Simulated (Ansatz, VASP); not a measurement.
BW16 in VASP and in Ansatz

```
W B
1.0
     6.32000    0.00000    0.00000
     0.00000    6.32000    0.00000
     0.00000    0.00000    6.32000
W B
16 1
Direct
  0.00039 0.99270 0.99568
  0.50040 0.99274 0.00145
  0.00035 0.49283 0.00149
  0.00039 0.99276 0.50250
  0.23974 0.23211 0.24921
  0.50042 0.49288 0.05235
  0.50040 0.99256 0.49710
  0.76101 0.23211 0.24921
  0.00034 0.49268 0.49707
  0.23969 0.75341 0.24918
  0.25239 0.24483 0.74923
  0.50042 0.49289 0.44604
  0.76103 0.75334 0.24918
  0.74836 0.24493 0.74923
  0.25239 0.74082 0.74936
  0.74837 0.74074 0.74937
  0.50046 0.49309 0.74918
```

Alike in both runs: functional LDA; k mesh 2 × 2 × 2; occupations fermi-dirac, width 0.05 eV; no spin polarisation.

Ansatz relaxed the structure, and its values are those at the end. VASP's run is a single point on that final structure, the one shown.

```csv
,VASP,Ansatz
version,VASP 6.6.1,Ansatz 0.2.0
potentials or method,"VASP PAW LDA potentials, release 64 (W_sv, B), cutoff 520 eV","scalar-relativistic, plane waves, PAW"
valence electrons in the cell,227,227
```

VASP gave:

| Item | Value |
| --- | --- |
| rms of the force components (eV/Å) | 0.024 |

Question: Estimate Ansatz's values.

Answer: rms of the force components (eV/Å): 0.012.

Ansatz warns that its potentials were made for another functional, while VASP's fit it. LDA's correlation is that of Perdew and Zunger in VASP and of Perdew and Wang (1992) in Ansatz.

The k mesh is coarse, so the values compare programs but aren't converged. Spin-orbit coupling is off throughout.
